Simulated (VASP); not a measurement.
Input of a VASP 6.6.1 run:

Contents of INCAR:

```
ALGO = Normal
EDIFF = 1E-6
ENCUT = 520
GGA = PE
ISIF = 2
ISMEAR = 0
LASPH = True
LCHARG = False
LREAL = False
LWAVE = False
NBANDS = 50
NELM = 80
PREC = Accurate
SIGMA = 0.1
```

Contents of KPOINTS:

```
k-points
0
Gamma
  12 12 6
```

The input POSCAR:

```
CrGe4Mo
1.0
    3.2570466514      0.0000000000      0.0000000000
    0.0000000000      3.2570466514      0.0000000000
    0.0000000000      0.0000000000      8.0872878300
Cr Ge Mo
1 4 1
Direct
    0.0000000000      0.0000000000      0.0000000000
    0.0000000000      0.0000000000      0.6670204373
    0.5000000000      0.5000000000      0.1564586005
    0.0000000000      0.0000000000      0.3329795627
    0.5000000000      0.5000000000      0.8435413995
    0.5000000000      0.5000000000      0.5000000000
```

Potentials or basis: VASP PAW PBE potentials, release 64 (Cr_pv, Ge_d, Mo_sv).

The run is started by

```sh
$ cat potpaw_PBE.64/Cr_pv/POTCAR potpaw_PBE.64/Ge_d/POTCAR potpaw_PBE.64/Mo_sv/POTCAR > POTCAR
$ mpirun -np 1 vasp_std > vasp.out
```

(1) Estimate the pressure.

(2) Estimate the band gap on the k mesh.

Answers

(1) 5.3 GPa.

(2) zero (band 41 reaches 10.88 eV, above the bottom of band 42 at 10.08 eV).
